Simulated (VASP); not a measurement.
Set up this calculation in VASP 6.6.1, as the native input.

| Item | Value |
| --- | --- |
| Task | single point |
| Functional | PBE |
| Potentials or basis | VASP PAW PBE potentials, release 64 (Ga_d, H) |
| Cutoff | 500 eV |
| k mesh | 5 × 5 × 5 |
| Occupations | gaussian, width 0.15 eV |
| Spin | no spin polarisation |
| Dipole correction | no |
| Further INCAR settings | ALGO = Normal; EDIFF = 1e-06; NBANDS = 14 |

The structure of GaH lies in POSCAR:

```
GaH
1.0
    2.7885976149      0.0000000023      0.0000000000
   -1.3942988095      2.4149963743      0.0000000000
    0.0000000000      0.0000000000      3.5284997211
Ga H
1 1
Direct
    0.0000000000      0.0000000000      0.2440625843
    0.0000000000      0.0000000000      0.7442206357
```

The cell was generated, and may not be a known phase.

One way to write it, as run:

INCAR

```
ALGO = Normal ; EDIFF = 1E-6
ENCUT = 500 ; GGA = PE
GGA_COMPAT = False ; ISIF = 2
ISMEAR = 0 ; LASPH = True
LCHARG = True ; LELF = True
LREAL = False ; LVHAR = True
LWAVE = False ; NBANDS = 14
NELM = 120 ; PREC = Accurate
SIGMA = 0.15
```

KPOINTS

```
k-points
0
Gamma
  5 5 5
```

Potentials or basis: VASP PAW PBE potentials, release 64 (Ga_d, H).

The run is started by

```console
$ cat potpaw_PBE.64/Ga_d/POTCAR potpaw_PBE.64/H/POTCAR > POTCAR
$ mpirun -np 1 vasp_std > vasp.out
```

Results of the run:

```json
{
  "Pressure": "0.0 GPa",
  "Largest force": "0.004 eV/Å",
  "Band gap on the k mesh": "zero (bands 7 and 8 overlap by 2.14 eV)"
}
```

Caveat: the k points lie up to 0.52 Å⁻¹ apart, too coarse for converged energies and pressures of a metal.

Run time: 4.2 s on 1 thread of AMD EPYC 7R13 Processor (Zen 3), with other jobs on the host, peak memory 0.1 GiB.
